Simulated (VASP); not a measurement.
Input of a VASP 6.6.1 run:

POSCAR

```
TiO2
1.0
    4.5937000000      0.0000000000      0.0000000000
    0.0000000000      4.5937000000      0.0000000000
    0.0000000000      0.0000000000      2.9587000000
Ti O
2 4
Direct
    0.0000000000      0.0000000000      0.0000000000
    0.5000000000      0.5000000000      0.5000000000
    0.3047800000      0.3047800000      0.0000000000
    0.1952200000      0.8047800000      0.5000000000
    0.6952200000      0.6952200000      0.0000000000
    0.8047800000      0.1952200000      0.5000000000
```

INCAR.step1

```
SYSTEM = TiO2
ALGO     = Normal         ! electronic algorithm
EDIFF    = 1E-4           ! SCF threshold, eV
ENCUT    = 520            ! plane-wave cutoff, eV
GGA      = PE             ! functional
ISMEAR   = -1             ! smearing method
LASPH    = .TRUE.         ! aspherical terms in the spheres
LCHARG   = .FALSE.        ! write CHGCAR
LREAL    = .FALSE.        ! projectors in reciprocal space
LWAVE    = .TRUE.         ! write WAVECAR
NBANDS   = 33             ! bands
NELM     = 80             ! most SCF steps
PREC     = Accurate       ! precision mode
SIGMA    = 0.02           ! smearing width, eV
```

INCAR.step2

```
SYSTEM = TiO2
ALGO     = Normal         ! electronic algorithm
EDIFF    = 1E-7           ! SCF threshold, eV
ENCUT    = 520            ! plane-wave cutoff, eV
ISIF     = 2              ! what is computed and relaxed
ISMEAR   = -1             ! smearing method
ISTART   = 1            
LASPH    = .TRUE.         ! aspherical terms in the spheres
LCHARG   = .FALSE.        ! write CHGCAR
LMIXTAU  = .TRUE.       
LREAL    = .FALSE.        ! projectors in reciprocal space
LWAVE    = .FALSE.        ! write WAVECAR
METAGGA  = R2SCAN         ! meta-GGA
NBANDS   = 33             ! bands
NELM     = 80             ! most SCF steps
PREC     = Accurate       ! precision mode
SIGMA    = 0.02           ! smearing width, eV
```

Contents of KPOINTS:

```
k-points
0
G
  4 4 7
  0 0 0
```

Potentials or basis: VASP PAW PBE potentials, release 64 (Ti_sv, O).

The run is started by

```console
$ cat potpaw_PBE.64/Ti_sv/POTCAR potpaw_PBE.64/O/POTCAR > POTCAR
$ cp INCAR.step1 INCAR
$ mpirun -np 1 vasp_std > vasp.out
$ cp INCAR.step2 INCAR
$ mpirun -np 1 vasp_std > vasp.out
```

Question: Estimate the largest force.

Answer: 0.053 eV/Å.

Question: Estimate the pressure.

Answer: 1.1 GPa.

Forces in eV/Å, atoms in the order of the input:
```
Ti   0.000  0.000  0.000
Ti   0.000  0.000  0.000
O   -0.038 -0.038  0.000
O    0.038 -0.038  0.000
O    0.038  0.038  0.000
O   -0.038  0.038  0.000
```

Caveat: the PAW data sets were made with another functional, which shifts forces and pressure a little.
